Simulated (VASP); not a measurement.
As, 2 atoms in the cell. Symmetry: P6_3/mmc, No. 194, hexagonal system. Conventional cell: a = 2.968 Å, b = 2.968 Å, c = 5.026 Å, α = 90.00°, β = 90.00°, γ = 120.00°. As (site symmetry -6m2) has 12 As at 2.97 to 3.04 Å within 3.9 Å. This isn't the form of As at room conditions, which is rhombohedral. This cell differs from its parent crystal: atoms taken out, then relaxed in part.

| Property | Result |
| --- | --- |
| Program | VASP 6.6.1 |
| Task | single point |
| Functional | PBE |
| Potentials or basis | VASP PAW PBE potentials, release 64 (As) |
| Cutoff | 520 eV |
| k mesh | 6 × 6 × 4 |
| Occupations | gaussian, width 0.1 eV |
| Spin | no spin polarisation |
| Dipole correction | no |
| Further INCAR settings | ALGO = Normal; EDIFF = 1e-07; NBANDS = 12 |

Potentials or basis: VASP PAW PBE potentials, release 64 (As).

Launch:

```console
$ cat potpaw_PBE.64/As/POTCAR > POTCAR
$ mpirun -np 1 vasp_std > vasp.out
```

Hardware: 1 thread of AMD EPYC 7R13 Processor (Zen 3) (shared host).

Problem. Estimate the wall time of this run.

Solution. Wall time 7.6 s on 1 thread of AMD EPYC 7R13 Processor (Zen 3) (shared host), peak memory 0.12 GiB. Counts: scf iterations 11, k points 21.
